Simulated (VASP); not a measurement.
# AlCo in VASP: single point with PBE

Aim: the single point of AlCo with PBE.

Program: VASP 6.6.1. These are calculated values, not measurements. Logs are shortened: lines on timing, memory, paths and dates and some standing lists are left out, and cuts for length are marked.

## Step 1: The cell of the first run

The cell holds a slab with vacuum, 6 atoms: a = 2.853 Å, b = 4.034 Å, c = 20.035 Å, α = 90.00°, β = 90.00°, γ = 90.00°.

## Step 2: Single point, PBE

POSCAR

```
AlCo
1.0
    2.8528193273      0.0000000000      0.0000000000
    0.0000000000      4.0344957836      0.0000000000
    0.0000000000      0.0000000000     20.0345000000
Co Al
3 3
Direct
    0.7500000000      0.2500000000      0.3993112934
    0.7500000000      0.7500000000      0.5000000000
    0.7500000000      0.2500000000      0.6006887066
    0.2500000000      0.7500000000      0.3993112934
    0.2500000000      0.2500000000      0.5000000000
    0.2500000000      0.7500000000      0.6006887066
```

INCAR.step1

```
SYSTEM = AlCo
ALGO = Normal ; DIPOL = 0.5 0.5 0.500
EDIFF = 1E-6 ; ENCUT = 520
GGA = PE ; IDIPOL = 3
ISIF = 2 ; ISMEAR = -1
LASPH = .True. ; LCHARG = .True.
LDIPOL = .True. ; LMAXMIX = 4
LREAL = .False. ; LWAVE = .False.
NBANDS = 27 ; NELM = 80
PREC = Accurate ; SIGMA = 0.1
```

KPOINTS.step1

```
k-points
0
Gamma
  13 9 1
  0 0 0
```

INCAR.step2

```
SYSTEM = AlCo
ALGO = Normal ; DIPOL = 0.5 0.5 0.500
EDIFF = 1E-6 ; ENCUT = 520
GGA = PE ; ICHARG = 11
IDIPOL = 3 ; ISIF = 2
ISMEAR = -5 ; LASPH = .True.
LCHARG = .False. ; LDIPOL = .True.
LMAXMIX = 4 ; LORBIT = 10
LREAL = .False. ; LWAVE = .False.
NEDOS = 1001 ; NELM = 80
PREC = Accurate ; SIGMA = 0.1
```

KPOINTS.step2

```
k-points
0
Gamma
  20 14 1
  0 0 0
```

Potentials or basis: VASP PAW PBE potentials, release 64 (Co, Al).

Run with:

```console
> cat potpaw_PBE.64/Co/POTCAR potpaw_PBE.64/Al/POTCAR > POTCAR
> cp INCAR.step1 INCAR
> cp KPOINTS.step1 KPOINTS
> mpirun -np 1 vasp_std > vasp.out
> cp INCAR.step2 INCAR
> cp KPOINTS.step2 KPOINTS
> mpirun -np 1 vasp_std > vasp.out
```

OUTCAR:

```text
SYSTEM = AlCo
   EDIFF = 1E-6
   ENCUT = 520
   GGA = PE
   ICHARG = 11
   ISIF = 2
   ISMEAR = -5
   LASPH = .True.
   LORBIT = 10
   LREAL = .False.
   NELM = 80
   PREC = Accurate

 ion  position               nearest neighbor table
   1  0.750  0.250  0.399-   4 2.47   4 2.47   4 2.47   4 2.47   5 2.47   5 2.47   2 2.85   2 2.85

   2  0.750  0.750  0.500-   5 2.47   5 2.47   5 2.47   5 2.47   4 2.47   6 2.47   6 2.47   4 2.47
                             1 2.85   1 2.85   3 2.85   3 2.85
   3  0.750  0.250  0.601-   6 2.47   6 2.47   6 2.47   6 2.47   5 2.47   5 2.47   2 2.85   2 2.85

   4  0.250  0.750  0.399-   1 2.47   1 2.47   1 2.47   1 2.47   2 2.47   2 2.47   5 2.85   5 2.85

   5  0.250  0.250  0.500-   2 2.47   2 2.47   2 2.47   2 2.47   1 2.47   3 2.47   3 2.47   1 2.47
                             6 2.85   4 2.85   4 2.85   6 2.85
   6  0.250  0.750  0.601-   3 2.47   3 2.47   3 2.47   3 2.47   2 2.47   2 2.47   5 2.85   5 2.85

  LATTYP: Found a simple orthorhombic cell.
 ALAT       =     2.8528193273
 B/A-ratio  =     1.4142135623
 C/A-ratio  =     7.0227020016

  Lattice vectors:

 A1 = (   2.8528193273,   0.0000000000,   0.0000000000)
 A2 = (   0.0000000000,   4.0344957836,   0.0000000000)
 A3 = (   0.0000000000,   0.0000000000,  20.0345000000)

Analysis of symmetry for initial positions (statically):
=====================================================================
 Subroutine PRICEL returns:
 Original cell was already a primitive cell.

 Routine SETGRP: Setting up the symmetry group for a
 simple orthorhombic supercell.

 Subroutine GETGRP returns: Found  8 space group operations
 (whereof  2 operations were pure point group operations)
 out of a pool of  8 trial point group operations.

The static configuration has the point symmetry C_1h.
 The point group associated with its full space group is D_2h.

Analysis of symmetry for dynamics (positions and initial velocities):
=====================================================================
 Subroutine PRICEL returns:
 Original cell was already a primitive cell.

 Routine SETGRP: Setting up the symmetry group for a
 simple orthorhombic supercell.

 Subroutine GETGRP returns: Found  8 space group operations
 (whereof  2 operations were pure point group operations)
 out of a pool of  8 trial point group operations.

The dynamic configuration has the point symmetry C_1h.
 The point group associated with its full space group is D_2h.

 Subroutine INISYM returns: Found  8 space group operations
 (whereof  2 operations are pure point group operations),
 and found     1 'primitive' translations

[... 127 lines left out ...]
  Thomas-Fermi vector in A             =   2.002018
   LORBIT       =     10    0 simple, 1 ext, 2 COOP (PROOUT), +10 PAW based schemes
   GGA     = PE    functional components
   LHFCALC =     F    Hartree Fock is set to
   AEXX    =    0.0000 exact exchange contribution
   IVDW    =     0    specifies the selected vdW correction
   LEPSILON=     F    determine dielectric tensor
   LRPA    =     F    only Hartree local field effects (RPA)
 non-spin polarized calculation
 Fermi weights with tetrahedron method with Bloechl corrections
  energy-cutoff  :      520.00
  volume of cell :      230.59
 maximum number of plane-waves:      6263
 NGX is ok and might be reduce to    24

 number of electron      35.9999990 magnetization

 dipolmoment           0.000000      0.000000      0.000000 electrons x Angstroem

 Free energy of the ion-electron system (eV)
  ---------------------------------------------------
  ext. energy  EPLUGINS =         0.00000000
  ---------------------------------------------------
  free energy    TOTEN  =       -32.75158020 eV

  energy without entropy =      -32.75158020  energy(sigma->0) =      -32.75158020

 E-fermi :  -0.2248     XC(G=0):  -4.7500

 val. band max:       -0.1961455881   @ k =   0.5000   0.2143   0.0000
 cond. band min:      -0.2235681224   @ k =   0.0000   0.3571   0.0000
 fundamental gap:     -0.0274225343
 Fermi energy:        -0.2248353661

 k-point     1 :       0.0000    0.0000    0.0000
  band No.  band energies     occupation
      1     -10.1506      2.00000
      2      -7.9986      2.00000
      3      -5.5388      2.00000
      4      -3.1984      2.00000
      5      -2.7147      2.00000
      6      -2.5719      2.00000
[... 589 lines left out ...]
     21       0.9276      0.00000
     22       3.0025      0.00000

 [... further k-points ...]

------------------------ aborting loop because EDIFF is reached ----------------------------------------

 vacuum level on the upper side and lower side of the slab       (xc-potential included)        -0.561        -0.561

  FORCE on cell =-STRESS in cart. coord.  units (eV):
  Direction    XX          YY          ZZ          XY          YZ          ZX
  --------------------------------------------------------------------------------------
  -------------------------------------------------------------------------------------
  Total       -2.6631280     -0.7865768      1.7567134      0.0000000      0.0000000      0.0000000
  in kB      -18.5037851     -5.4652457     12.2058901      0.0000000      0.0000000      0.0000000
  external PRESSURE =      -3.9210469 kB  Pullay stress =       0.0000000 kB

 VOLUME and BASIS-vectors are now :
 -----------------------------------------------------------------------------
  energy-cutoff  :      520.00
  volume of cell :      230.59
      direct lattice vectors                 reciprocal lattice vectors
     2.852819327  0.000000000  0.000000000     0.350530435  0.000000000  0.000000000
     0.000000000  4.034495784  0.000000000     0.000000000  0.247862448  0.000000000
     0.000000000  0.000000000 20.034500000     0.000000000  0.000000000  0.049913899

 POSITION                                       TOTAL-FORCE (eV/Angst)
 -----------------------------------------------------------------------------------
      2.13961      1.00862      8.00000         0.000000      0.000000      0.641669
      2.13961      3.02587     10.01725        -0.000000     -0.000000      0.000000
      2.13961      1.00862     12.03450         0.000000      0.000000     -0.641669
      0.71320      3.02587      8.00000        -0.000000     -0.000000     -0.469511
      0.71320      1.00862     10.01725        -0.000000     -0.000000      0.000000
      0.71320      3.02587     12.03450        -0.000000     -0.000000      0.469511
 -----------------------------------------------------------------------------------
    total drift:                                0.000000      0.000000      0.000000

  FREE ENERGIE OF THE ION-ELECTRON SYSTEM (eV)
  ---------------------------------------------------
  free  energy   TOTEN  =       -32.7515802028 eV

  energy  without entropy=      -32.7515802028  energy(sigma->0) =      -32.75158020

 vacuum level on the upper side and lower side of the slab         4.094         4.094

 total charge

# of ion       s       p       d       tot
------------------------------------------
    1        0.412   0.386   7.457   8.254
    2        0.438   0.479   7.535   8.452
    3        0.412   0.386   7.457   8.254
    4        0.424   0.382   0.000   0.806
    5        0.396   0.424   0.000   0.820
    6        0.424   0.382   0.000   0.806
--------------------------------------------------
tot          2.505   2.437  22.449  27.392
```

Wall time 15 min (1 thread of Intel Xeon 8259CL, shared host); peak memory 0.57 GiB.

What came out:

```yaml
Valence_electrons_inside_the_program's_atomic_spheres: Co 8.25, 8.45 (each value once); Al 0.81, 0.82 (each value once)
```

Caveat: the run has no spin polarisation, though such a crystal can be magnetic; tetrahedron occupations give inexact forces and stress in metals.
